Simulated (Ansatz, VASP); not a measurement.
One calculation of MoS2, two programs

File INCAR:

```
SYSTEM = MoS2
PREC     = Accurate       ! precision mode
ENCUT    = 520            ! plane-wave cutoff, eV
EDIFF    = 1E-7           ! SCF threshold, eV
ISMEAR   = 0              ! smearing method
SIGMA    = 0.05           ! smearing width, eV
LREAL    = .False.        ! projectors in reciprocal space
LASPH    = .True.         ! aspherical terms in the spheres
NELM     = 150            ! most SCF steps
ALGO     = Normal         ! electronic algorithm
ISIF     = 2              ! what is computed and relaxed
LWAVE    = .False.        ! write WAVECAR
LCHARG   = .False.        ! write CHGCAR
ISPIN    = 2              ! spin polarisation
MAGMOM   = 2 -2 0 0 0 0   ! initial moments
LORBIT   = 11             ! projections on sites
LMAXMIX  = 4              ! l up to which the mixer works
GGA      = PE             ! functional
NBANDS   = 39             ! bands
```

Contents of KPOINTS:

```
regular mesh
0
Gamma
  12 12 3
  0 0 0
```

File POSCAR:

```
MoS2
1.0
    3.1934112330      0.0000000000      0.0000000000
   -1.5967056165      2.7655752525      0.0000000000
    0.0000000000      0.0000000000     13.5433072349
Mo S
2 4
Direct
    1.0000000000      1.0000000000      0.0000000000
    1.0000000000      1.0000000000      0.5000000000
    0.3333333333      0.6666666667      0.1169210544
    0.6666666667      0.3333333333      0.3830789456
    0.3333333333      0.6666666667      0.6169210544
    0.6666666667      0.3333333333      0.8830789456
```

Input for Ansatz:

```yaml
crystal:
  lattice:
    - [3.193411233, 0.0, 0.0]
    - [-1.5967056165, 2.7655752525, 0.0]
    - [0.0, 0.0, 13.5433072349]
  atoms:
    - { symbol: Mo, position: [1.0, 1.0, 0.0], spin: 2.0 }
    - { symbol: S, position: [0.3333333333, 0.6666666667, 0.1169210544] }
    - { symbol: S, position: [0.6666666667, 0.3333333333, 0.3830789456] }
    - { symbol: Mo, position: [1.0, 1.0, 0.5], spin: -2.0 }
    - { symbol: S, position: [0.3333333333, 0.6666666667, 0.6169210544] }
    - { symbol: S, position: [0.6666666667, 0.3333333333, 0.8830789456] }
basis:
  ecutwfc: 420
  ecutrho_ratio: 4
kpoints:
  mp_grid: { grid: [12, 12, 3] }
hamiltonian:
  xc: pbe
scf:
  occupations: { method: gaussian, width: 0.05 }
output:
  forces: true
  stress: true
  eigenvalues: true
  populations: true
  write_density: true
  write_potential: true
  elf: true
  volumetric_format: npy
magnetization:
  spin_polarized: true
```

Alike in both runs: task single point; functional PBE; k mesh 12 × 12 × 3; occupations gaussian, width 0.05 eV; collinear spin.

```csv
,VASP,Ansatz
version,VASP 6.6.1,Ansatz 0.2.0
potentials or method,"VASP PAW PBE potentials, release 64 (Mo_sv, S), cutoff 520 eV","scalar-relativistic, plane waves, PAW"
valence electrons in the cell,52,52
```

Ansatz gave:

* gap on the k mesh at the Fermi level (eV): none
* pressure (GPa): 0.0
* rms of the force components (eV/Å): 0.001
* net moment per atom (μB): 0.00

Problem. What did VASP give for the same quantities?

Solution. gap on the k mesh at the Fermi level (eV): none; pressure (GPa): -0.1; rms of the force components (eV/Å): 0.003; net moment per atom (μB): 0.00.

A gap of «none» marks a metal or a gap that the smearing closes. With one functional, cell and mesh, what is left measures potentials, basis and numerics. Ansatz's warnings: seeded moment not kept.
